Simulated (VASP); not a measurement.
# LaAs (Fm-3m) in VASP: a series of runs

Runs on LaAs. Level: LDA. Tasks: single point.

Program: VASP 6.6.1. These are calculated values, not measurements. Logs are shortened: lines on timing, memory, paths and dates and some standing lists are left out, and cuts for length are marked.

### Step 1. The cell of the first run

The structure is cubic, space group Fm-3m (No. 225). The conventional cell has a = 6.151 Å, b = 6.151 Å, c = 6.151 Å, α = 90.00°, β = 90.00°, γ = 90.00°. La (site symmetry m-3m) has 6 As at 3.08 Å within 4.0 Å. As (site symmetry m-3m) has 6 La at 3.08 Å within 4.0 Å.

### Step 2. Single point, LDA

File INCAR:

```
ALGO = Normal
EDIFF = 1E-6
ENCUT = 500
GGA = CA
GGA_COMPAT = F
ISIF = 2
ISMEAR = -1
LASPH = T
LCHARG = T
LELF = T
LMAXMIX = 6
LREAL = F
LVHAR = T
LWAVE = F
NBANDS = 15
NELM = 200
PREC = Accurate
SIGMA = 0.1
```

File KPOINTS:

```
k-points
0
Gamma
  8 8 8
```

File POSCAR:

```
LaAs
1.0
    0.0000000000      3.0755000000      3.0755000000
    3.0755000000      0.0000000000      3.0755000000
    3.0755000000      3.0755000000      0.0000000000
La As
1 1
Direct
    0.5000000000      0.5000000000      0.5000000000
    0.0000000000      0.0000000000      0.0000000000
```

Potentials or basis: VASP PAW LDA potentials, release 64 (La, As).

On the command line:

```
$ cat potpaw_LDA.64/La/POTCAR potpaw_LDA.64/As/POTCAR > POTCAR
$ mpirun -np 1 vasp_std > vasp.out
```

OUTCAR:

```text
EDIFF = 1E-6
   ENCUT = 500
   GGA = CA
   ISIF = 2
   ISMEAR = -1
   LASPH = T
   LREAL = F
   NELM = 200
   PREC = Accurate

 ion  position               nearest neighbor table
   1  0.500  0.500  0.500-   2 3.08   2 3.08   2 3.08   2 3.08   2 3.08   2 3.08
   2  0.000  0.000  0.000-   1 3.08   1 3.08   1 3.08   1 3.08   1 3.08   1 3.08

  LATTYP: Found a face centered cubic cell.
 ALAT       =     6.1510000000

  Lattice vectors:

 A1 = (   0.0000000000,   3.0755000000,   3.0755000000)
 A2 = (   3.0755000000,   0.0000000000,   3.0755000000)
 A3 = (   3.0755000000,   3.0755000000,   0.0000000000)

Analysis of symmetry for initial positions (statically):
=====================================================================
 Subroutine PRICEL returns:
 Original cell was already a primitive cell.

 Routine SETGRP: Setting up the symmetry group for a
 face centered cubic supercell.

 Subroutine GETGRP returns: Found 48 space group operations
 (whereof 48 operations were pure point group operations)
 out of a pool of 48 trial point group operations.

The static configuration has the point symmetry O_h .

Analysis of symmetry for dynamics (positions and initial velocities):
=====================================================================
 Subroutine PRICEL returns:
 Original cell was already a primitive cell.

 Routine SETGRP: Setting up the symmetry group for a
 face centered cubic supercell.

 Subroutine GETGRP returns: Found 48 space group operations
 (whereof 48 operations were pure point group operations)
 out of a pool of 48 trial point group operations.

The dynamic configuration has the point symmetry O_h .

 Subroutine INISYM returns: Found 48 space group operations
 (whereof 48 operations are pure point group operations),
 and found     1 'primitive' translations

----------------------------------------------------------------------------------------

                                     Primitive cell

  volume of cell :      58.1805

  direct lattice vectors                    reciprocal lattice vectors
     0.000000000  3.075500000  3.075500000    -0.162575191  0.162575191  0.162575191
     3.075500000  0.000000000  3.075500000     0.162575191 -0.162575191  0.162575191
     3.075500000  3.075500000  0.000000000     0.162575191  0.162575191 -0.162575191

  length of vectors
     4.349413811  4.349413811  4.349413811     0.281588491  0.281588491  0.281588491

  position of ions in fractional coordinates (direct lattice)
     0.500000000  0.500000000  0.500000000
     0.000000000  0.000000000  0.000000000

  ion indices of the primitive-cell ions
   primitive index   ion index
                 1           1
                 2           2

----------------------------------------------------------------------------------------

 KPOINTS: k-points

Automatic generation of k-mesh.
 Grid dimensions read from file:
 generate k-points for:    8    8    8

 Generating k-lattice:

  Cartesian coordinates                     Fractional coordinates (reciprocal lattice)
    -0.020321899  0.020321899  0.020321899     0.125000000  0.000000000  0.000000000
     0.020321899 -0.020321899  0.020321899     0.000000000  0.125000000  0.000000000
     0.020321899  0.020321899 -0.020321899     0.000000000  0.000000000  0.125000000

  Length of vectors
     0.035198561  0.035198561  0.035198561

  Shift w.r.t. Gamma in fractional coordinates (k-lattice)
     0.000000000  0.000000000  0.000000000

 Subroutine IBZKPT returns following result:
 ===========================================

 Found     29 irreducible k-points:

 Following reciprocal coordinates:
            Coordinates               Weight
  0.000000  0.000000  0.000000      1.000000
  0.125000  0.000000  0.000000      8.000000
  0.250000  0.000000  0.000000      8.000000
  0.375000  0.000000  0.000000      8.000000
  0.500000  0.000000  0.000000      4.000000
  0.125000  0.125000  0.000000      6.000000
[... 16 lines left out ...]
  0.500000  0.250000  0.125000     48.000000
 -0.375000  0.250000  0.125000     24.000000
 [... further k-points ...]
   k-points           NKPTS =     29   k-points in BZ     NKDIM =     29   number of bands    NBANDS=     15
   number of dos      NEDOS =    301   number of ions     NIONS =      2
   total plane-waves  NPLWV =  32768
   dimension x,y,z NGX =    32 NGY =   32 NGZ =   32
   dimension x,y,z NGXF=    64 NGYF=   64 NGZF=   64
   ions per type =               1   1
   NGX,Y,Z   is equivalent  to a cutoff of  12.23, 12.23, 12.23 a.u.
   NGXF,Y,Z  is equivalent  to a cutoff of  24.46, 24.46, 24.46 a.u.
 SYSTEM =  unknown system
   PREC   = accura    normal or accurate (medium, high low for compatibility)
   ISTART =      0    job   : 0-new  1-cont  2-samecut
   ICHARG =      2    charge: 1-file 2-atom 10-const
   ISPIN  =      1    spin polarized calculation?
   LNONCOLLINEAR =      F non collinear calculations
   LSORBIT =      F    spin-orbit coupling
   LASPH  =      T    aspherical Exc in radial PAW
   ENCUT  =  500.0 eV  36.75 Ry    6.06 a.u.   7.93  7.93  7.93*2*pi/ulx,y,z
   NELM   =    200;   NELMIN=  2; NELMDL= -5     # of ELM steps
   EDIFF  = 0.1E-05   stopping-criterion for ELM
   LREAL  =      F    real-space projection
   EDIFFG = 0.1E-04   stopping-criterion for IOM
   NSW    =      0    number of steps for IOM
   IBRION =     -1    ionic relax: 0-MD 1-quasi-New 2-CG
   NFREE  =      0    steps in history (QN), initial steepest desc. (CG)
   ISIF   =      2    stress and relaxation
   ISYM   =      2    0-nonsym 1-usesym 2-fastsym
   POTIM  = 0.5000    time-step for ionic-motion
   TEBEG  =    0.0;   TEEND  =   0.0 temperature during run
   PSTRESS=    0.0 pullay stress
   NELECT =      16.0000    total number of electrons
   NUPDOWN=      -1.0000    fix difference up-down
   EMIN   =  10.00;   EMAX   =-10.00  energy-range for DOS
   EFERMI =   0.00;   METHOD = LEGACY
   ISMEAR =    -1;   SIGMA  =   0.10  broadening in eV -4-tet -1-fermi 0-gaus
   EFERMI_NEDOS =   21; number of points for ismear=-14 and -15
   IALGO  =     38    algorithm
   IMIX   =      4    mixing-type and parameters
     AMIX     =   0.40;   BMIX     =  1.00
     AMIX_MAG =   1.60;   BMIX_MAG =  1.00
  volume/ion in A,a.u.               =      29.09       196.31
  Fermi-wavevector in a.u.,A,eV,Ry     =   1.064606  2.011814 15.420665  1.133387
  Thomas-Fermi vector in A             =   2.200131
   LORBIT       =      0    0 simple, 1 ext, 2 COOP (PROOUT), +10 PAW based schemes
   GGA     = CA    functional components
   LHFCALC =     F    Hartree Fock is set to
   AEXX    =    0.0000 exact exchange contribution
   IVDW    =     0    specifies the selected vdW correction
   LEPSILON=     F    determine dielectric tensor
   LRPA    =     F    only Hartree local field effects (RPA)
 non-spin polarized calculation
  energy-cutoff  :      500.00
  volume of cell :       58.18
 maximum number of plane-waves:      1490
   NGX = 15   NGY = 15   NGZ = 15

 number of electron      16.0000000 magnetization

 Free energy of the ion-electron system (eV)
  ---------------------------------------------------
  ext. energy  EPLUGINS =         0.00000000
  ---------------------------------------------------
  free energy    TOTEN  =       -14.03618244 eV

  energy without entropy =      -14.02606304  energy(sigma->0) =      -14.03112274

 E-fermi :   5.8877     XC(G=0):  -9.8590

 val. band max:        5.8523591503   @ k =   0.3750   0.3750   0.0000
 cond. band min:       5.9496161572   @ k =   0.0000   0.0000   0.0000
 fundamental gap:      0.0972570069
 Fermi energy:         5.8876635662

 k-point     1 :       0.0000    0.0000    0.0000
  band No.  band energies     occupation
      1     -26.0639      2.00000
      2      -9.6589      2.00000
      3      -9.6589      2.00000
      4      -9.6589      2.00000
      5      -4.0314      2.00000
      6       5.9496      0.69978
      7       5.9496      0.69978
      8       5.9496      0.69978
      9       7.4658      0.00000
     10       7.4658      0.00000
     11       7.4658      0.00000
     12       8.0906      0.00000
     13       8.3913      0.00000
     14       8.3914      0.00000
     15       8.5780      0.00000

 k-point     2 :       0.1250    0.0000    0.0000
  band No.  band energies     occupation
      1     -26.0582      2.00000
      2      -9.7606      2.00000
      3      -9.6641      2.00000
      4      -9.6641      2.00000
      5      -3.8434      2.00000
      6       5.1947      1.99804
      7       5.5162      1.95244
      8       5.5162      1.95244
      9       7.4385      0.00000
     10       7.6493      0.00000
     11       7.6493      0.00000
     12       8.2802      0.00000
     13       8.4288      0.00000
     14       8.4288      0.00000
     15       8.5797      0.00000

 k-point     3 :       0.2500    0.0000    0.0000
  band No.  band energies     occupation
      1     -26.0445      2.00000
      2      -9.9878      2.00000
      3      -9.6768      2.00000
      4      -9.6768      2.00000
      5      -3.3879      2.00000
      6       3.9772      2.00000
      7       4.8216      1.99995
      8       4.8216      1.99995
      9       7.5266      0.00000
     10       7.9941      0.00000
     11       7.9941      0.00000
     12       8.4543      0.00000
     13       8.4543      0.00000
     14       8.4565      0.00000
     15       8.5839      0.00000
[... 343 lines left out ...]
 k-point    23 :       0.5000    0.2500    0.1250
  band No.  band energies     occupation
      1     -26.0233      2.00000
      2     -10.1177      2.00000
      3      -9.8194      2.00000
      4      -9.7270      2.00000
      5      -3.1021      2.00000
      6       3.4078      2.00000
      7       4.4232      2.00000
      8       4.7578      1.99998
      9       7.5087      0.00000
     10       8.2171      0.00000
     11       8.2595      0.00000
     12       8.3943      0.00000
     13       8.4592      0.00000
     14       8.5143      0.00000
     15       8.5786      0.00000

 k-point    24 :      -0.3750    0.2500    0.1250
  band No.  band energies     occupation
      1     -26.0187      2.00000
      2     -10.1606      2.00000
      3      -9.8285      2.00000
      4      -9.7440      2.00000
      5      -3.0238      2.00000
      6       3.3284      2.00000
      7       4.4554      2.00000
      8       4.4734      2.00000
      9       7.8921      0.00000
     10       8.0344      0.00000
     11       8.2852      0.00000
     12       8.4108      0.00000
     13       8.4623      0.00000
     14       8.5239      0.00000
     15       8.5668      0.00000

 [... further k-points ...]
[... 5 lines left out ...]
  --------------------------------------------------------------------------------------
  -------------------------------------------------------------------------------------
  Total       -1.0538971     -1.0538971     -1.0538971      0.0000000      0.0000000     -0.0000000
  in kB      -29.0222846    -29.0222846    -29.0222846      0.0000000      0.0000000     -0.0000000
  external PRESSURE =     -29.0222846 kB  Pullay stress =       0.0000000 kB

 VOLUME and BASIS-vectors are now :
 -----------------------------------------------------------------------------
  energy-cutoff  :      500.00
  volume of cell :       58.18
      direct lattice vectors                 reciprocal lattice vectors
     0.000000000  3.075500000  3.075500000    -0.162575191  0.162575191  0.162575191
     3.075500000  0.000000000  3.075500000     0.162575191 -0.162575191  0.162575191
     3.075500000  3.075500000  0.000000000     0.162575191  0.162575191 -0.162575191

 POSITION                                       TOTAL-FORCE (eV/Angst)
 -----------------------------------------------------------------------------------
      3.07550      3.07550      3.07550         0.000000      0.000000      0.000000
      0.00000      0.00000      0.00000        -0.000000     -0.000000     -0.000000
 -----------------------------------------------------------------------------------
    total drift:                                0.000000     -0.000000      0.000000

  FREE ENERGIE OF THE ION-ELECTRON SYSTEM (eV)
  ---------------------------------------------------
  free  energy   TOTEN  =       -14.0361824362 eV

  energy  without entropy=      -14.0260630428  energy(sigma->0) =      -14.03112274
```

Run time: 27 s. Hardware: 1 thread of Intel Xeon Platinum 8259CL at 2.50GHz (Skylake/Cascade Lake), shared host; peak memory 0.17 GiB.

Results:

```
Free energy            : -14.0362 eV
Pressure               : -2.9 GPa
Band gap on the k mesh : zero (bands 8 and 9 overlap by 0.27 eV)
```

Caveat: spin-orbit coupling is left out, which moves the levels of the heavy elements.

### Step 3. Single point, LDA

File INCAR:

```
SYSTEM = LaAs
PREC     = Accurate       ! precision mode
ENCUT    = 500            ! plane-wave cutoff, eV
EDIFF    = 1E-6           ! SCF threshold, eV
ISMEAR   = -1             ! smearing method
SIGMA    = 0.1            ! smearing width, eV
LREAL    = .False.        ! projectors in reciprocal space
LASPH    = .True.         ! aspherical terms in the spheres
NELM     = 200            ! most SCF steps
ALGO     = Normal         ! electronic algorithm
ISIF     = 2              ! what is computed and relaxed
LWAVE    = .False.        ! write WAVECAR
LCHARG   = .True.         ! write CHGCAR
LELF     = .True.         ! ELF
LVHAR    = .True.       
NBANDS   = 15             ! bands
GGA_COMPAT= .False.      
LMAXMIX  = 6              ! l up to which the mixer works
```

File KPOINTS:

```
regular mesh
0
Gamma
  8 8 8
  0 0 0
```

POSCAR is that of step 2.

Potentials or basis: VASP PAW LDA potentials, release 64 (La, As).

On the command line:

```
$ cat potpaw_LDA.64/La/POTCAR potpaw_LDA.64/As/POTCAR > POTCAR
$ mpirun -np 1 vasp_std > vasp.out
```

Wall time 24 s (1 thread of Intel Xeon Platinum 8259CL at 2.50GHz (Skylake/Cascade Lake), shared host); peak memory 0.17 GiB.

Results (log left out):

| Quantity | Value |
| --- | --- |
| Free energy | -14.0362 eV |
| Pressure | -2.9 GPa |
| Band gap on the k mesh | zero (bands 8 and 9 overlap by 0.27 eV) |

Levels at points of the mesh, in eV from the Fermi level:
| k point | band 5 | band 6 | band 7 | band 8 | band 9 | band 10 | band 11 | band 12 |
| --- | --- | --- | --- | --- | --- | --- | --- | --- |
| (0.00, 0.00, 0.00) | -9.92 | 0.06 | 0.06 | 0.06 | 1.58 | 1.58 | 1.58 | 2.20 |
| (0.50, 0.00, 0.00) | -8.59 | -3.21 | -1.73 | -1.73 | 2.11 | 2.34 | 2.34 | 2.58 |
| (0.50, 0.50, 0.00) | -9.56 | -1.13 | -0.21 | -0.21 | -0.21 | 2.44 | 2.47 | 2.54 |

Caveat: spin-orbit coupling is left out, which moves the levels of the heavy elements.
